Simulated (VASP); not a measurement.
# Te (Im-3m) in VASP: a series of runs

The runs below take Te through single point, relaxation of cell and atoms, with LDA.

All numbers are computed with VASP 6.6.1; they aren't measurements. Logs are shortened: lines on timing, memory, paths and dates and some standing lists are left out, and cuts for length are marked.

## (1) The cell of the first run

Symmetry: Im-3m, No. 229, cubic system. The conventional cell has a = 3.907 Å, b = 3.907 Å, c = 3.907 Å, α = 90.00°, β = 90.00°, γ = 90.00°. Within 4.4 Å of Te (site symmetry m-3m) lie 14 Te at 3.38 to 3.91 Å.

This isn't the form of Te at room conditions, which is trigonal, of chains.

## (2) Single point, LDA (29.81 Å³/atom)

Contents of INCAR:

```
ALGO     = Normal         # electronic algorithm
EDIFF    = 1E-6           # SCF threshold, eV
ENCUT    = 520            # plane-wave cutoff, eV
ISIF     = 2              # what is computed and relaxed
ISMEAR   = -1             # smearing method
LASPH    = T              # aspherical terms in the spheres
LCHARG   = T              # write CHGCAR
LELF     = T              # ELF
LREAL    = F              # projectors in reciprocal space
LVHAR    = T            
LWAVE    = F              # write WAVECAR
NBANDS   = 9              # bands
NELM     = 60             # most SCF steps
PREC     = Accurate       # precision mode
SIGMA    = 0.1            # smearing width, eV
```

Contents of KPOINTS:

```
k-points
0
Gamma
  13 13 13
```

Contents of POSCAR:

```
Te
1.0
   -1.9533121805      1.9533121805      1.9533121805
    1.9533121805     -1.9533121805      1.9533121805
    1.9533121805      1.9533121805     -1.9533121805
Te
1
Direct
    0.0000000000      0.0000000000      0.0000000000
```

Potentials or basis: VASP PAW LDA potentials, release 64 (Te).

Started as:

```
$ cat potpaw_LDA.64/Te/POTCAR > POTCAR
$ mpirun -np 1 vasp_std > vasp.out
```

OUTCAR:

```text
EDIFF = 1E-6
   ENCUT = 520
   ISIF = 2
   ISMEAR = -1
   LASPH = T
   LREAL = F
   NELM = 60
   PREC = Accurate

 ion  position               nearest neighbor table
   1  0.000  0.000  0.000-

  LATTYP: Found a body centered cubic cell.
 ALAT       =     3.9066243610

  Lattice vectors:

 A1 = (  -1.9533121805,   1.9533121805,   1.9533121805)
 A2 = (   1.9533121805,  -1.9533121805,   1.9533121805)
 A3 = (   1.9533121805,   1.9533121805,  -1.9533121805)

Analysis of symmetry for initial positions (statically):
=====================================================================
 Subroutine PRICEL returns:
 Original cell was already a primitive cell.

 Routine SETGRP: Setting up the symmetry group for a
 body centered cubic supercell.

 Subroutine GETGRP returns: Found 48 space group operations
 (whereof 48 operations were pure point group operations)
 out of a pool of 48 trial point group operations.

The static configuration has the point symmetry O_h .

Analysis of symmetry for dynamics (positions and initial velocities):
=====================================================================
 Subroutine PRICEL returns:
 Original cell was already a primitive cell.

 Routine SETGRP: Setting up the symmetry group for a
 body centered cubic supercell.

 Subroutine GETGRP returns: Found 48 space group operations
 (whereof 48 operations were pure point group operations)
 out of a pool of 48 trial point group operations.

The dynamic configuration has the point symmetry O_h .

 Subroutine INISYM returns: Found 48 space group operations
 (whereof 48 operations are pure point group operations),
 and found     1 'primitive' translations

----------------------------------------------------------------------------------------

                                     Primitive cell

  volume of cell :      29.8109

  direct lattice vectors                    reciprocal lattice vectors
    -1.953312180  1.953312180  1.953312180     0.000000000  0.255975468  0.255975468
     1.953312180 -1.953312180  1.953312180     0.255975468  0.000000000  0.255975468
     1.953312180  1.953312180 -1.953312180     0.255975468  0.255975468  0.000000000

  length of vectors
     3.383235940  3.383235940  3.383235940     0.362003979  0.362003979  0.362003979

  position of ions in fractional coordinates (direct lattice)
     0.000000000  0.000000000  0.000000000

  ion indices of the primitive-cell ions
   primitive index   ion index
                 1           1
[... 70 lines left out ...]
   ENCUT  =  520.0 eV  38.22 Ry    6.18 a.u.   6.29  6.29  6.29*2*pi/ulx,y,z
   NELM   =     60;   NELMIN=  2; NELMDL= -5     # of ELM steps
   EDIFF  = 0.1E-05   stopping-criterion for ELM
   LREAL  =      F    real-space projection
   EDIFFG = 0.1E-04   stopping-criterion for IOM
   NSW    =      0    number of steps for IOM
   IBRION =     -1    ionic relax: 0-MD 1-quasi-New 2-CG
   NFREE  =      0    steps in history (QN), initial steepest desc. (CG)
   ISIF   =      2    stress and relaxation
   ISYM   =      2    0-nonsym 1-usesym 2-fastsym
   POTIM  = 0.5000    time-step for ionic-motion
   TEBEG  =    0.0;   TEEND  =   0.0 temperature during run
   PSTRESS=    0.0 pullay stress
   NELECT =       6.0000    total number of electrons
   NUPDOWN=      -1.0000    fix difference up-down
   EMIN   =  10.00;   EMAX   =-10.00  energy-range for DOS
   EFERMI =   0.00;   METHOD = LEGACY
   ISMEAR =    -1;   SIGMA  =   0.10  broadening in eV -4-tet -1-fermi 0-gaus
   EFERMI_NEDOS =   21; number of points for ismear=-14 and -15
   IALGO  =     38    algorithm
   IMIX   =      4    mixing-type and parameters
     AMIX     =   0.40;   BMIX     =  1.00
     AMIX_MAG =   1.60;   BMIX_MAG =  1.00
  volume/ion in A,a.u.               =      29.81       201.17
  Fermi-wavevector in a.u.,A,eV,Ry     =   0.959401  1.813005 12.523492  0.920451
  Thomas-Fermi vector in A             =   2.088594
   LORBIT       =      0    0 simple, 1 ext, 2 COOP (PROOUT), +10 PAW based schemes
   GGA     = CA    functional components
   LHFCALC =     F    Hartree Fock is set to
   AEXX    =    0.0000 exact exchange contribution
   IVDW    =     0    specifies the selected vdW correction
   LEPSILON=     F    determine dielectric tensor
   LRPA    =     F    only Hartree local field effects (RPA)
 non-spin polarized calculation
  energy-cutoff  :      520.00
  volume of cell :       29.81
 maximum number of plane-waves:       815
 NGX is ok and might be reduce to    28
   NGX = 13   NGY = 13   NGZ = 13

 number of electron       5.9999999 magnetization

 Free energy of the ion-electron system (eV)
  ---------------------------------------------------
  ext. energy  EPLUGINS =         0.00000000
  ---------------------------------------------------
  free energy    TOTEN  =        -3.53349558 eV

  energy without entropy =       -3.50901734  energy(sigma->0) =       -3.52125646

 E-fermi :   7.1082     XC(G=0): -10.0340

 val. band max:        7.0978539814   @ k =  -0.1538   0.1538   0.1538
 cond. band min:       7.1250719702   @ k =   0.4615   0.0000   0.0000
 fundamental gap:      0.0272179889
 Fermi energy:         7.1081792720

 k-point     1 :       0.0000    0.0000    0.0000
  band No.  band energies     occupation
      1      -6.4394      2.00000
      2       9.7891      0.00000
      3       9.7891      0.00000
      4       9.7891      0.00000
      5      16.2943      0.00000
      6      16.8216      0.00000
      7      16.8216      0.00000
      8      16.8216      0.00000
      9      19.0063      0.00000
[... 265 lines left out ...]
 k-point    24 :       0.2308    0.0769    0.0769
  band No.  band energies     occupation
      1      -4.7711      2.00000
      2       3.9520      2.00000
      3       7.0666      1.20487
      4       8.2603      0.00002
      5      14.6135      0.00000
      6      15.0628      0.00000
      7      18.8514      0.00000
      8      19.0287      0.00000
      9      19.9836      0.00000

 [... further k-points ...]
[... 5 lines left out ...]
  --------------------------------------------------------------------------------------
  -------------------------------------------------------------------------------------
  Total       -1.1074854     -1.1074854     -1.1074854      0.0000000      0.0000000      0.0000000
  in kB      -59.5214653    -59.5214653    -59.5214653      0.0000000      0.0000000      0.0000000
  external PRESSURE =     -59.5214653 kB  Pullay stress =       0.0000000 kB

 VOLUME and BASIS-vectors are now :
 -----------------------------------------------------------------------------
  energy-cutoff  :      520.00
  volume of cell :       29.81
      direct lattice vectors                 reciprocal lattice vectors
    -1.953312180  1.953312180  1.953312180     0.000000000  0.255975468  0.255975468
     1.953312180 -1.953312180  1.953312180     0.255975468  0.000000000  0.255975468
     1.953312180  1.953312180 -1.953312180     0.255975468  0.255975468  0.000000000

 POSITION                                       TOTAL-FORCE (eV/Angst)
 -----------------------------------------------------------------------------------
      0.00000      0.00000      0.00000        -0.000000      0.000000      0.000000
 -----------------------------------------------------------------------------------
    total drift:                                0.000000      0.000000      0.000000

  FREE ENERGIE OF THE ION-ELECTRON SYSTEM (eV)
  ---------------------------------------------------
  free  energy   TOTEN  =        -3.5334955843 eV

  energy  without entropy=       -3.5090173417  energy(sigma->0) =       -3.52125646
```

It took 38 s on 1 thread of Intel Xeon 8259CL, shared host; peak memory 0.15 GiB.

Results:

```
Free energy            : -3.5335 eV
Pressure               : -6.0 GPa
Band gap on the k mesh : zero (bands 3 and 4 overlap by 5.46 eV)
```

Caveat: the cell stands under tension; spin-orbit coupling is left out, which moves the levels of the heavy elements.

## (3) Relaxation of cell and atoms, LDA

This run uses another cell than the first one, of 28.84 Å³/atom.

Contents of INCAR:

```
SYSTEM = Te
  ALGO = Normal
  EDIFF = 1E-7
  EDIFFG = -0.01
  ENCUT = 600
  IBRION = 2
  ISIF = 3
  ISMEAR = -1
  LASPH = .TRUE.
  LCHARG = .FALSE.
  LREAL = .FALSE.
  LWAVE = .FALSE.
  NELM = 60
  NSW = 80
  PREC = Accurate
  SIGMA = 0.1
```

Contents of KPOINTS:

```
k-points
0
G
  11 11 11
  0 0 0
```

Contents of POSCAR:

```
Te
1.0
   -1.9317963558      1.9317963558      1.9317963558
    1.9317963558     -1.9317963558      1.9317963558
    1.9317963558      1.9317963558     -1.9317963558
Te
1
Direct
    0.0000000000      0.0000000000      0.0000000000
```

Potentials or basis: VASP PAW LDA potentials, release 64 (Te).

Started as:

```
$ cat potpaw_LDA.64/Te/POTCAR > POTCAR
$ mpirun -np 1 vasp_std > vasp.out
```

OUTCAR:

```text
SYSTEM = Te
   EDIFF = 1E-7
   EDIFFG = -0.01
   ENCUT = 600
   IBRION = 2
   ISIF = 3
   ISMEAR = -1
   LASPH = .TRUE.
   LREAL = .FALSE.
   NELM = 60
   NSW = 80
   PREC = Accurate

 ion  position               nearest neighbor table
   1  0.000  0.000  0.000-

  LATTYP: Found a body centered cubic cell.
 ALAT       =     3.8635927116

  Lattice vectors:

 A1 = (  -1.9317963558,   1.9317963558,   1.9317963558)
 A2 = (   1.9317963558,  -1.9317963558,   1.9317963558)
 A3 = (   1.9317963558,   1.9317963558,  -1.9317963558)

Analysis of symmetry for initial positions (statically):
=====================================================================
 Subroutine PRICEL returns:
 Original cell was already a primitive cell.

[... 242 lines left out ...]
  ---------------------------------------------------
  free energy    TOTEN  =        -3.58078059 eV

  energy without entropy =       -3.54970179  energy(sigma->0) =       -3.56524119

 E-fermi :   8.7802     XC(G=0): -10.5229

 val. band max:        8.7158136315   @ k =  -0.3636   0.3636   0.0909
 cond. band min:       8.7971550544   @ k =   0.1818   0.1818   0.0909
 fundamental gap:      0.0813414229
 Fermi energy:         8.7801552951

 k-point     1 :       0.0000    0.0000    0.0000
  band No.  band energies     occupation
      1      -5.7441      2.00000
      2      11.9803      0.00000
      3      11.9803      0.00000
      4      11.9803      0.00000
      5      18.6573      0.00000
      6      18.6573      0.00000
      7      18.6573      0.00000
[... 221 lines left out ...]
 k-point    24 :       0.3636    0.1818    0.0909
  band No.  band energies     occupation
      1      -1.9649      2.00000
      2       3.1489      2.00000
      3       5.9542      2.00000
      4       8.1769      1.99521
      5      17.7400      0.00000
      6      19.2453      0.00000
      7      22.3531      0.00000

 [... further k-points ...]
[... 5 lines left out ...]
  --------------------------------------------------------------------------------------
  -------------------------------------------------------------------------------------
  Total       -0.0009317     -0.0009317     -0.0009317     -0.0000000      0.0000000     -0.0000000
  in kB       -0.0560646     -0.0560646     -0.0560646     -0.0000000      0.0000000     -0.0000000
  external PRESSURE =      -0.0560646 kB  Pullay stress =       0.0000000 kB
[... 16 lines left out ...]
  FREE ENERGIE OF THE ION-ELECTRON SYSTEM (eV)
  ---------------------------------------------------
  free  energy   TOTEN  =        -3.5807805916 eV

  energy  without entropy=       -3.5497017916  energy(sigma->0) =       -3.56524119

 reached required accuracy - stopping structural energy minimisation
```

CONTCAR:

```text
Te
   1.00000000000000
    -1.8811247376598765    1.8811247376598765    1.8811247376598765
     1.8811247376598765   -1.8811247376598765    1.8811247376598765
     1.8811247376598765    1.8811247376598765   -1.8811247376598765
  Te
     1
Direct
     0.0000000000000000    0.0000000000000000    0.0000000000000000

  0.00000000E+00  0.00000000E+00  0.00000000E+00
```

Run time: 61 s. Hardware: 1 thread of Intel Xeon 8259CL, shared host; peak memory 0.15 GiB.

Results:

- Free energy: -3.5808 eV
- Relaxed volume: 26.63 Å³/atom
- Relaxed cell: a = 3.258 Å, b = 3.258 Å, c = 3.258 Å, α = 109.47°, β = 109.47°, γ = 109.47°
- Space group after relaxing (to 0.1 Å): Im-3m (No. 229)
- Energy gained by relaxing: 33.4 meV/atom
- Ionic steps: 3
- Pressure after relaxing: 0.0 GPa
- Band gap on the k mesh: zero (bands 3 and 4 overlap by 6.38 eV)

The path:
| step | energy change (eV) | largest force (eV/Å) | pressure (GPa) | volume (Å³) |
| --- | --- | --- | --- | --- |
| 1 | 0.0000 | 0.0000 | -4.48 | 28.84 |
| 2 | -0.0244 | 0.0000 | 2.91 | 25.60 |
| 3 | -0.0334 | 0.0000 | -0.01 | 26.63 |

Final structure:
```
Te
1.0
    -1.88112    1.88112    1.88112
     1.88112   -1.88112    1.88112
     1.88112    1.88112   -1.88112
Te
1
Cartesian
  0.0000 0.0000 0.0000
```

Levels at points of the mesh, in eV from the Fermi level:
| k point | band 1 | band 2 | band 3 | band 4 | band 5 | band 6 | band 7 |
| --- | --- | --- | --- | --- | --- | --- | --- |
| (0.00, 0.00, 0.00) | -14.52 | 3.20 | 3.20 | 3.20 | 9.88 | 9.88 | 9.88 |

Caveat: spin-orbit coupling is left out, which moves the levels of the heavy elements.
